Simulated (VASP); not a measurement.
## Be: single point with revPBE

Crystal: Be.

```
Be
1.0
     2.28511    0.00004    0.00001
    -1.14253    1.97894    0.00000
     0.00000    0.00000    3.57789
Be
2
Direct
  0.66669 0.33334 0.75000
  0.33331 0.66666 0.25000
```

This cell differs from its parent crystal: the cell strained at random.

```yaml
Program: VASP 6.6.1
Task: single point
Functional: revPBE
Potentials_or_basis: VASP PAW PBE potentials, release 64 (Be)
Cutoff: 520 eV
k_mesh: 13 × 13 × 8
Occupations: methfessel-paxton, width 0.1 eV
Spin: no spin polarisation
```

| Property | Result |
| --- | --- |
| Pressure | 0.0 GPa |
| Band gap on the k mesh | zero (band 2 reaches 8.02 eV, above the bottom of band 3 at 6.38 eV) |

Levels at points of the mesh, in eV from the Fermi level:
```tsv
k point	band 1	band 2	band 3	band 4	band 5
(0.00, 0.00, 0.00)	-11.13	-4.17	1.23	15.87	15.87
(0.00, 0.00, 0.50)	-8.96	-8.96	10.85	10.85	17.53
```

It took 68 s on 1 thread of Intel(R) Xeon(R) Platinum 8259CL CPU @ 2.50GHz (Skylake/Cascade Lake), with other jobs on the host, peak memory 0.16 GiB.

Caveat: the cell differs from its parent crystal (the cell strained at random); the PAW data sets were made with another functional, which shifts forces and pressure a little.
